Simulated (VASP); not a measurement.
# BiTe (R-3m) in VASP: further runs

Runs on BiTe. Level: LDA. Tasks: single point.

All numbers are computed with VASP 6.6.1; they aren't measurements. Logs are shortened: lines on timing, memory, paths and dates and some standing lists are left out, and cuts for length are marked.

## 1. The cell of the first run

Symmetry: R-3m, No. 166, trigonal system. The conventional cell has a = 3.631 Å, b = 3.631 Å, c = 17.789 Å, α = 90.00°, β = 90.00°, γ = 120.00°. Within 4.8 Å of Bi (site symmetry -3m) lie 6 Te at 3.63 Å and 6 Bi at 3.63 Å. Te (site symmetry -3m) has 6 Bi at 3.63 Å and 6 Te at 3.63 Å within 4.8 Å.

## 2. Single point, LDA

INCAR

```
PREC = Accurate
ENCUT = 520
EDIFF = 1E-6
ISMEAR = 0
SIGMA = 0.15
LREAL = F
LASPH = T
NELM = 60
ALGO = Normal
ISIF = 2
LWAVE = F
LCHARG = T
LELF = T
LVHAR = T
NBANDS = 18
```

KPOINTS

```
regular mesh
0
Gamma
  14 14 14
```

POSCAR

```
BiTe
1.0
    1.7117474677      4.2793686693      4.2793686693
    4.2793686693      1.7117474677      4.2793686693
    4.2793686693      4.2793686693      1.7117474677
Bi Te
1 1
Direct
    0.0000000000      0.0000000000      0.0000000000
    0.5000000000      0.5000000000      0.5000000000
```

Potentials or basis: VASP PAW LDA potentials, release 64 (Bi_d, Te).

Command:

```sh
$ cat potpaw_LDA.64/Bi_d/POTCAR potpaw_LDA.64/Te/POTCAR > POTCAR
$ mpirun -np 1 vasp_std > vasp.out
```

OUTCAR:

```text
PREC = Accurate
   ENCUT = 520
   EDIFF = 1E-6
   ISMEAR = 0
   LREAL = F
   LASPH = T
   NELM = 60
   ISIF = 2

 ion  position               nearest neighbor table
   1  0.000  0.000  0.000-   2 3.63   2 3.63   2 3.63   2 3.63   2 3.63   2 3.63
   2  0.500  0.500  0.500-   1 3.63   1 3.63   1 3.63   1 3.63   1 3.63   1 3.63

  LATTYP: Found a trigonal (rhomboedric) cell.
 ALAT       =     6.2893617966
 COS(alpha) =     0.8333333333

  Lattice vectors:

 A1 = (   1.7117474677,   4.2793686693,   4.2793686693)
 A2 = (   4.2793686693,   1.7117474677,   4.2793686693)
 A3 = (   4.2793686693,   4.2793686693,   1.7117474677)

Analysis of symmetry for initial positions (statically):
=====================================================================
 Subroutine PRICEL returns:
 Original cell was already a primitive cell.

 Routine SETGRP: Setting up the symmetry group for a
 trigonal (rhombohedral) supercell.

 Subroutine GETGRP returns: Found 12 space group operations
 (whereof 12 operations were pure point group operations)
 out of a pool of 12 trial point group operations.

The static configuration has the point symmetry D_3d.

Analysis of symmetry for dynamics (positions and initial velocities):
=====================================================================
 Subroutine PRICEL returns:
 Original cell was already a primitive cell.

 Routine SETGRP: Setting up the symmetry group for a
 trigonal (rhombohedral) supercell.

 Subroutine GETGRP returns: Found 12 space group operations
 (whereof 12 operations were pure point group operations)
 out of a pool of 12 trial point group operations.

The dynamic configuration has the point symmetry D_3d.

 Subroutine INISYM returns: Found 12 space group operations
 (whereof 12 operations are pure point group operations),
 and found     1 'primitive' translations

----------------------------------------------------------------------------------------

                                     Primitive cell

  volume of cell :      67.7100

  direct lattice vectors                    reciprocal lattice vectors
     1.711747468  4.279368669  4.279368669    -0.227188237  0.162277312  0.162277312
     4.279368669  1.711747468  4.279368669     0.162277312 -0.227188237  0.162277312
     4.279368669  4.279368669  1.711747468     0.162277312  0.162277312 -0.227188237

  length of vectors
     6.289361797  6.289361797  6.289361797     0.322927773  0.322927773  0.322927773

  position of ions in fractional coordinates (direct lattice)
     0.000000000  0.000000000  0.000000000
     0.500000000  0.500000000  0.500000000

  ion indices of the primitive-cell ions
   primitive index   ion index
                 1           1
                 2           2

----------------------------------------------------------------------------------------

 KPOINTS: regular mesh

Automatic generation of k-mesh.
 Grid dimensions read from file:
 generate k-points for:   14   14   14

 Generating k-lattice:

  Cartesian coordinates                     Fractional coordinates (reciprocal lattice)
    -0.016227731  0.011591237  0.011591237     0.071428571 -0.000000000 -0.000000000
     0.011591237 -0.016227731  0.011591237    -0.000000000  0.071428571 -0.000000000
     0.011591237  0.011591237 -0.016227731    -0.000000000 -0.000000000  0.071428571

  Length of vectors
     0.023066270  0.023066270  0.023066270

  Shift w.r.t. Gamma in fractional coordinates (k-lattice)
     0.000000000  0.000000000  0.000000000

 Subroutine IBZKPT returns following result:
 ===========================================

 Found    288 irreducible k-points:

 Following reciprocal coordinates:
            Coordinates               Weight
  0.000000  0.000000  0.000000      1.000000
  0.071429  0.000000 -0.000000      6.000000
  0.142857 -0.000000 -0.000000      6.000000
  0.214286  0.000000 -0.000000      6.000000
  0.285714 -0.000000 -0.000000      6.000000
  0.357143  0.000000  0.000000      6.000000
[... 16 lines left out ...]
  0.214286  0.142857 -0.000000     12.000000
  0.285714  0.142857 -0.000000     12.000000
 [... further k-points ...]
   k-points           NKPTS =    288   k-points in BZ     NKDIM =    288   number of bands    NBANDS=     18
   number of dos      NEDOS =    301   number of ions     NIONS =      2
   total plane-waves  NPLWV = 110592
   dimension x,y,z NGX =    48 NGY =   48 NGZ =   48
   dimension x,y,z NGXF=    96 NGYF=   96 NGZF=   96
   ions per type =               1   1
   NGX,Y,Z   is equivalent  to a cutoff of  12.69, 12.69, 12.69 a.u.
   NGXF,Y,Z  is equivalent  to a cutoff of  25.38, 25.38, 25.38 a.u.
 SYSTEM =  unknown system
   PREC   = accura    normal or accurate (medium, high low for compatibility)
   ISTART =      0    job   : 0-new  1-cont  2-samecut
   ICHARG =      2    charge: 1-file 2-atom 10-const
   ISPIN  =      1    spin polarized calculation?
   LNONCOLLINEAR =      F non collinear calculations
   LSORBIT =      F    spin-orbit coupling
   LASPH  =      T    aspherical Exc in radial PAW
   ENCUT  =  520.0 eV  38.22 Ry    6.18 a.u.  11.69 11.69 11.69*2*pi/ulx,y,z
   NELM   =     60;   NELMIN=  2; NELMDL= -5     # of ELM steps
   EDIFF  = 0.1E-05   stopping-criterion for ELM
   LREAL  =      F    real-space projection
   EDIFFG = 0.1E-04   stopping-criterion for IOM
   NSW    =      0    number of steps for IOM
   IBRION =     -1    ionic relax: 0-MD 1-quasi-New 2-CG
   NFREE  =      0    steps in history (QN), initial steepest desc. (CG)
   ISIF   =      2    stress and relaxation
   ISYM   =      2    0-nonsym 1-usesym 2-fastsym
   POTIM  = 0.5000    time-step for ionic-motion
   TEBEG  =    0.0;   TEEND  =   0.0 temperature during run
   PSTRESS=    0.0 pullay stress
   NELECT =      21.0000    total number of electrons
   NUPDOWN=      -1.0000    fix difference up-down
   EMIN   =  10.00;   EMAX   =-10.00  energy-range for DOS
   EFERMI =   0.00;   METHOD = LEGACY
   ISMEAR =     0;   SIGMA  =   0.15  broadening in eV -4-tet -1-fermi 0-gaus
   EFERMI_NEDOS =   21; number of points for ismear=-14 and -15
   IALGO  =     38    algorithm
   IMIX   =      4    mixing-type and parameters
     AMIX     =   0.40;   BMIX     =  1.00
     AMIX_MAG =   1.60;   BMIX_MAG =  1.00
  volume/ion in A,a.u.               =      33.86       228.46
  Fermi-wavevector in a.u.,A,eV,Ry     =   1.108146  2.094092 16.707785  1.227988
  Thomas-Fermi vector in A             =   2.244669
   LORBIT       =      0    0 simple, 1 ext, 2 COOP (PROOUT), +10 PAW based schemes
   GGA     = CA    functional components
   LHFCALC =     F    Hartree Fock is set to
   AEXX    =    0.0000 exact exchange contribution
   IVDW    =     0    specifies the selected vdW correction
   LEPSILON=     F    determine dielectric tensor
   LRPA    =     F    only Hartree local field effects (RPA)
 non-spin polarized calculation
 Gauss-broadening in eV      SIGMA  =   0.15
  energy-cutoff  :      520.00
  volume of cell :       67.71
 maximum number of plane-waves:      1853
   NGX = 23   NGY = 23   NGZ = 23

 number of electron      20.9999999 magnetization

 Free energy of the ion-electron system (eV)
  ---------------------------------------------------
  ext. energy  EPLUGINS =         0.00000000
  ---------------------------------------------------
  free energy    TOTEN  =        -7.63294668 eV

  energy without entropy =       -7.60768122  energy(sigma->0) =       -7.62031395

 E-fermi :   6.1108     XC(G=0):  -9.8180

 val. band max:        6.1042721993   @ k =   0.5000   0.2857  -0.0000
 cond. band min:       6.1109061916   @ k =  -0.3571  -0.3571   0.2857
 fundamental gap:      0.0066339924
 Fermi energy:         6.1107729952

 k-point     1 :       0.0000    0.0000    0.0000
  band No.  band energies     occupation
      1     -16.9721      2.00000
      2     -16.9054      2.00000
      3     -16.9054      2.00000
      4     -16.8941      2.00000
      5     -16.8941      2.00000
      6      -6.7441      2.00000
[... 10 lines left out ...]
     17      14.8789      0.00000
     18      15.3766      0.00000

 k-point     2 :       0.0714    0.0000   -0.0000
  band No.  band energies     occupation
      1     -16.9694      2.00000
      2     -16.9057      2.00000
      3     -16.9007      2.00000
      4     -16.8962      2.00000
      5     -16.8946      2.00000
      6      -6.6761      2.00000
[... 10 lines left out ...]
     17      14.9254      0.00000
     18      15.1040      0.00000

 k-point     3 :       0.1429   -0.0000   -0.0000
  band No.  band energies     occupation
      1     -16.9628      2.00000
      2     -16.9059      2.00000
      3     -16.9022      2.00000
      4     -16.8962      2.00000
      5     -16.8873      2.00000
      6      -6.4745      2.00000
[... 10 lines left out ...]
     17      15.2592      0.00000
     18      15.7355      0.00000

 k-point     4 :       0.2143    0.0000   -0.0000
  band No.  band energies     occupation
      1     -16.9562      2.00000
      2     -16.9111      2.00000
      3     -16.9032      2.00000
      4     -16.8983      2.00000
      5     -16.8680      2.00000
      6      -6.1472      2.00000
[... 10 lines left out ...]
     17      15.7809      0.00000
     18      16.3223      0.00000

 k-point     5 :       0.2857   -0.0000   -0.0000
  band No.  band energies     occupation
      1     -16.9533      2.00000
      2     -16.9206      2.00000
      3     -16.9006      2.00000
      4     -16.8960      2.00000
      5     -16.8465      2.00000
      6      -5.7105      2.00000
[... 10 lines left out ...]
     17      16.3667      0.00000
     18      17.3469      0.00000

 k-point     6 :       0.3571    0.0000    0.0000
  band No.  band energies     occupation
      1     -16.9541      2.00000
      2     -16.9291      2.00000
      3     -16.9027      2.00000
      4     -16.8862      2.00000
      5     -16.8271      2.00000
      6      -5.1962      2.00000
[... 10 lines left out ...]
     17      16.4937      0.00000
     18      17.2506      0.00000

 k-point     7 :       0.4286    0.0000   -0.0000
  band No.  band energies     occupation
      1     -16.9558      2.00000
      2     -16.9351      2.00000
      3     -16.9042      2.00000
      4     -16.8784      2.00000
      5     -16.8135      2.00000
      6      -4.6628      2.00000
[... 10 lines left out ...]
     17      15.8679      0.00000
     18      17.4717      0.00000

 k-point     8 :       0.5000   -0.0000   -0.0000
  band No.  band energies     occupation
      1     -16.9566      2.00000
      2     -16.9372      2.00000
      3     -16.9047      2.00000
      4     -16.8754      2.00000
      5     -16.8087      2.00000
      6      -4.2569      2.00000
[... 10 lines left out ...]
     17      15.2679      0.00000
     18      17.5599      0.00000
[... 229 lines left out ...]
     17      15.7009      0.00000
     18      15.9152      0.00000

 k-point    20 :      -0.1429    0.0714    0.0000
  band No.  band energies     occupation
      1     -16.9572      2.00000
      2     -16.9077      2.00000
      3     -16.9057      2.00000
      4     -16.8978      2.00000
      5     -16.8750      2.00000
      6      -6.2893      2.00000
[... 10 lines left out ...]
     17      15.3898      0.00000
     18      16.2199      0.00000

 k-point    21 :      -0.0714    0.0714    0.0000
  band No.  band energies     occupation
      1     -16.9647      2.00000
      2     -16.9063      2.00000
      3     -16.9002      2.00000
      4     -16.8958      2.00000
      5     -16.8914      2.00000
      6      -6.5476      2.00000
[... 10 lines left out ...]
     17      14.8884      0.00000
     18      15.7489      0.00000

 k-point    22 :       0.1429    0.1429   -0.0000
  band No.  band energies     occupation
      1     -16.9628      2.00000
      2     -16.9059      2.00000
      3     -16.9022      2.00000
      4     -16.8961      2.00000
      5     -16.8873      2.00000
      6      -6.4513      2.00000
[... 10 lines left out ...]
     17      15.8623      0.00000
     18      16.1262      0.00000

 k-point    23 :       0.2143    0.1429   -0.0000
  band No.  band energies     occupation
      1     -16.9571      2.00000
      2     -16.9078      2.00000
      3     -16.9057      2.00000
      4     -16.8977      2.00000
      5     -16.8750      2.00000
      6      -6.2430      2.00000
[... 10 lines left out ...]
     17      15.8203      0.00000
     18      16.2729      0.00000

 k-point    24 :       0.2857    0.1429   -0.0000
  band No.  band energies     occupation
      1     -16.9485      2.00000
      2     -16.9145      2.00000
      3     -16.9057      2.00000
      4     -16.9005      2.00000
      5     -16.8582      2.00000
      6      -5.9135      2.00000
[... 10 lines left out ...]
     17      15.3350      0.00000
     18      15.8056      0.00000

 [... further k-points ...]

------------------------ aborting loop because EDIFF is reached ----------------------------------------

  FORCE on cell =-STRESS in cart. coord.  units (eV):
  Direction    XX          YY          ZZ          XY          YZ          ZX
  --------------------------------------------------------------------------------------
  -------------------------------------------------------------------------------------
  Total       -3.2540187     -3.2540187     -3.2540187     -0.1671123     -0.1671123     -0.1671123
  in kB      -76.9977049    -76.9977049    -76.9977049     -3.9542691     -3.9542691     -3.9542691
  external PRESSURE =     -76.9977049 kB  Pullay stress =       0.0000000 kB

 VOLUME and BASIS-vectors are now :
 -----------------------------------------------------------------------------
  energy-cutoff  :      520.00
  volume of cell :       67.71
      direct lattice vectors                 reciprocal lattice vectors
     1.711747468  4.279368669  4.279368669    -0.227188237  0.162277312  0.162277312
     4.279368669  1.711747468  4.279368669     0.162277312 -0.227188237  0.162277312
     4.279368669  4.279368669  1.711747468     0.162277312  0.162277312 -0.227188237

 POSITION                                       TOTAL-FORCE (eV/Angst)
 -----------------------------------------------------------------------------------
      0.00000      0.00000      0.00000        -0.000000     -0.000000     -0.000000
      5.13524      5.13524      5.13524         0.000000      0.000000      0.000000
 -----------------------------------------------------------------------------------
    total drift:                               -0.000000     -0.000000     -0.000000

  FREE ENERGIE OF THE ION-ELECTRON SYSTEM (eV)
  ---------------------------------------------------
  free  energy   TOTEN  =        -7.6329466781 eV

  energy  without entropy=       -7.6076812186  energy(sigma->0) =       -7.62031395
```

Run time: 6.8 min. Hardware: 1 thread of Intel Xeon 6975P-C (Granite Rapids), shared host; peak memory 0.52 GiB.

Results:

| Item | Value |
| --- | --- |
| Free energy | -7.6329 eV |
| Pressure | -7.7 GPa |
| Band gap on the k mesh | zero (an odd number of electrons rules out a gap without spin polarisation) |

Caveat: the cell stands under tension; spin-orbit coupling is left out, which moves the levels of the heavy elements.

(Part 1 of 2 ends here.)
